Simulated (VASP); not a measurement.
Here is a VASP 6.6.1 calculation.

The input INCAR:

```
SYSTEM = In3Se
PREC = Accurate
ENCUT = 520
EDIFF = 1E-7
ISMEAR = -5
SIGMA = 0.1
LREAL = .False.
LASPH = .True.
NELM = 100
ALGO = Normal
ISIF = 2
LWAVE = .False.
LCHARG = .False.
GGA = PE
NBANDS = 30
```

Contents of KPOINTS:

```
regular mesh
0
Gamma
  10 10 10
  0 0 0
```

The input POSCAR:

```
In3Se
1.0
    4.8037580000      0.0000000000      0.0000000000
    0.0000000000      4.8037580000      0.0000000000
    0.0000000000      0.0000000000      4.8037580000
In Se
3 1
Direct
    0.0000000000      0.5000000000      0.5000000000
    0.5000000000      0.0000000000      0.5000000000
    0.5000000000      0.5000000000      0.0000000000
    0.0000000000      0.0000000000      0.0000000000
```

Potentials or basis: VASP PAW PBE potentials, release 64 (In_d, Se).

Command:

```sh
$ cat potpaw_PBE.64/In_d/POTCAR potpaw_PBE.64/Se/POTCAR > POTCAR
$ mpirun -np 1 vasp_std > vasp.out
```

(1) Estimate the pressure.

## Answers

(1) -0.3 GPa.

Caveat: tetrahedron occupations give inexact forces and stress in metals.
